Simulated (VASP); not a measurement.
**GaN: single point with PBE**

The system is GaN.

```xyz
4
Lattice="3.2184 0.0000 0.0000 -1.6092 2.7872 0.0000 0.0000 0.0000 5.2430" Properties=species:S:1:pos:R:3 pbc="T T T"
Ga    0.0077    1.8808    5.1414
Ga    1.6169    0.9518    2.5199
N    -0.0077    1.8355    2.0678
N     1.6015    0.9064    4.6893
```

This cell differs from its parent crystal: all N atoms moved 0.2 Å in one direction.

```json
{"Program": "VASP 6.6.1", "Task": "single point", "Functional": "PBE", "Potentials or basis": "VASP PAW PBE potentials, release 64 (Ga_d, N)", "Cutoff": "520 eV", "k mesh": "12 × 12 × 4", "Occupations": "gaussian, width 0.05 eV", "Spin": "no spin polarisation", "Dipole correction": "no", "Further INCAR settings": "ALGO = Normal; EDIFF = 1e-06; NBANDS = 26"}
```

The pressure is 2.9 GPa and the largest force is 1.459 eV/Å. The band gap on the k mesh is 1.53 eV.

Forces in eV/Å, atoms in the order of the input:
```
Ga  -0.215 -0.802  1.198
Ga  -0.295 -0.698  1.196
N    0.296  0.696 -1.196
N    0.213  0.804 -1.198
```

Stress tensor (GPa, compression positive):
```
 6.29  0.12 -0.48
 0.12  6.60 -1.40
-0.48 -1.40 -4.26
```

Levels at points of the mesh, in eV from the valence-band top:
```tsv
k point	band 16	band 17	band 18	band 19	band 20	band 21
(0.00, 0.00, 0.00)	-0.44	-0.44	0.00	1.53	3.48	8.81
(0.50, 0.00, 0.00)	-3.07	-1.82	-1.66	4.56	5.10	5.86
(0.00, 0.50, 0.00)	-3.08	-1.80	-1.69	4.56	5.10	5.86
(0.50, 0.50, 0.00)	-3.06	-1.84	-1.64	4.56	5.08	5.86
(0.00, 0.00, 0.50)	-1.01	-0.74	-0.74	3.75	3.75	7.84
(0.50, 0.00, 0.50)	-2.39	-1.68	-1.62	4.11	4.26	6.76
(0.00, 0.50, 0.50)	-2.38	-1.69	-1.62	4.09	4.28	6.74
(0.50, 0.50, 0.50)	-2.42	-1.66	-1.64	4.16	4.20	6.81
```

Run time: 2.3 min on 1 thread of Intel(R) Xeon(R) Platinum 8488C (Sapphire Rapids) (shared host), peak memory 0.39 GiB.

Caveat: the cell differs from its parent crystal (all N atoms moved 0.2 Å in one direction); the stress differs along the axes, from -4 to 7 GPa; forces of over 1 eV/Å act on the atoms, so gaps and moduli don't describe the material at rest.
